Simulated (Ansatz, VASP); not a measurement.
# Tl: VASP beside Ansatz

INCAR

```
SYSTEM = Tl
ALGO = Normal
EDIFF = 1E-6
ENCUT = 520
GGA = PS
ISIF = 2
ISMEAR = -1
LASPH = .TRUE.
LCHARG = .FALSE.
LREAL = .FALSE.
LWAVE = .FALSE.
NBANDS = 20
NELM = 60
PREC = Accurate
SIGMA = 0.1
```

KPOINTS

```
k-points
0
G
  17 17 10
  0 0 0
```

The input POSCAR:

```
Tl
1.0
    3.5049939343      0.0000000000      0.0000000000
   -1.7524969671      3.0354137872      0.0000000000
    0.0000000000      0.0000000000      5.5903521265
Tl
2
Direct
    0.3333333333      0.6666666667      0.2500000000
    0.6666666667      0.3333333333      0.7500000000
```

Input for Ansatz:

```yaml
crystal:
  lattice:
    - [3.5049939434, 0.0, 0.0]
    - [-1.7524969717, 3.0354137951, 0.0]
    - [0.0, 0.0, 5.5903521157]
  atoms:
    - { symbol: Tl, position: [0.3333333333, 0.6666666667, 0.25] }
    - { symbol: Tl, position: [0.6666666667, 0.3333333333, 0.75] }
hamiltonian:
  xc: pbesol
  pseudopotentials:
    kind: paw
    azcp:
      Tl: "pseudopotentials/Tl.paw.azcp"
basis:
  ecutwfc: 420
  fft_grid_basis: typed
kpoints:
  mp_grid: { grid: [17, 17, 10], shift: [0, 0, 0] }
magnetization:
  spin_polarized: false
scf:
  occupations: { method: fermi_dirac, width: 0.1 }
output:
  stress: true
```

Alike in both runs: task single point; functional PBEsol; k mesh 17 × 17 × 10; occupations fermi-dirac, width 0.1 eV; no spin polarisation.

|  | VASP | Ansatz |
| --- | --- | --- |
| version | VASP 6.6.1 | Ansatz 0.2.0 |
| potentials or method | VASP PAW PBE potentials, release 64 (Tl_d), cutoff 520 eV | plane waves (420 eV) with PAW, scalar-relativistic |
| valence electrons in the cell | 26 | 26 |

```tsv
	VASP	Ansatz	Ansatz less VASP
pressure (GPa)	-1.3	-1.3	+0.07
traceless stress, the component that is largest in VASP (GPa)	-0.23	-0.23	+0.005
```

VASP's potentials were made for PBE, not for PBEsol, and Ansatz warns of the same on its side.

Spin-orbit coupling is off throughout.
